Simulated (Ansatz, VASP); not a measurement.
One calculation of MnS, two programs

```
Mn S
1.0
     0.00000    2.61225    2.61225
     2.61225    0.00000    2.61225
     2.61225    2.61225    0.00000
Mn S
1 1
Direct
  0.00000 0.00000 0.00000
  0.50000 0.50000 0.50000
```

Alike in both runs: task single point; functional PBE; k mesh 10 × 10 × 10; occupations gaussian, width 0.05 eV; collinear spin.

|  | VASP | Ansatz |
| --- | --- | --- |
| version | VASP 6.6.1 | Ansatz 0.2.0 |
| potentials or method | VASP PAW PBE potentials, release 64 (Mn_pv, S), cutoff 520 eV | scalar-relativistic, plane waves, PAW |
| valence electrons in the cell | 19 | 21 |

|  | VASP | Ansatz | Ansatz less VASP |
| --- | --- | --- | --- |
| gap on the k mesh at the Fermi level (eV) | none | none | - |
| pressure (GPa) | -3.1 | -3.1 | 0.00 |
| net moment per atom (μB) | 2.38 | 2.38 | -0.001 |
| size of the moment on the site where the two differ most (μB) | 4.29 | 4.24 | -0.044 |

Site moments also hang on the region over which each program counts them. A gap of «none» marks a metal or a gap that the smearing closes. VASP's potentials hold 19 valence electrons a cell and Ansatz's 21, so a difference there can come from the potentials and not from the codes. Ansatz's warnings: anisotropy in doubt, stability check not made.
